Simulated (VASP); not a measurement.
TaN, 2 atoms in the cell. The typed cell holds 2 atoms: a = 2.950 Å, b = 2.950 Å, c = 2.898 Å, α = 90.00°, β = 90.00°, γ = 120.00°.  This cell differs from its parent crystal: all atoms moved at random, sigma 0.25 Å a component, then relaxed in part.

```yaml
Program: VASP 6.6.1
Task: single point
Functional: PBE
Potentials_or_basis: VASP PAW PBE potentials, release 64 (Ta_pv, N)
Cutoff: 520 eV
k_mesh: 12 × 12 × 12
Occupations: gaussian, width 0.15 eV
Spin: no spin polarisation
Dipole_correction: no
Further_INCAR_settings: ALGO = Normal; EDIFF = 1e-07; NBANDS = 15
```

Potentials or basis: VASP PAW PBE potentials, release 64 (Ta_pv, N).

Command:

```sh
$ cat potpaw_PBE.64/Ta_pv/POTCAR potpaw_PBE.64/N/POTCAR > POTCAR
$ mpirun -np 1 vasp_std > vasp.out
```

Hardware: 1 thread of Intel(R) Xeon(R) Platinum 8559C (Emerald Rapids) (shared host).

Problem. Estimate the wall time of this run.

Solution. Wall time 2.3 min on 1 thread of Intel(R) Xeon(R) Platinum 8559C (Emerald Rapids), with other jobs on the host, peak memory 0.39 GiB. Counts: scf iterations 14, k points 868.
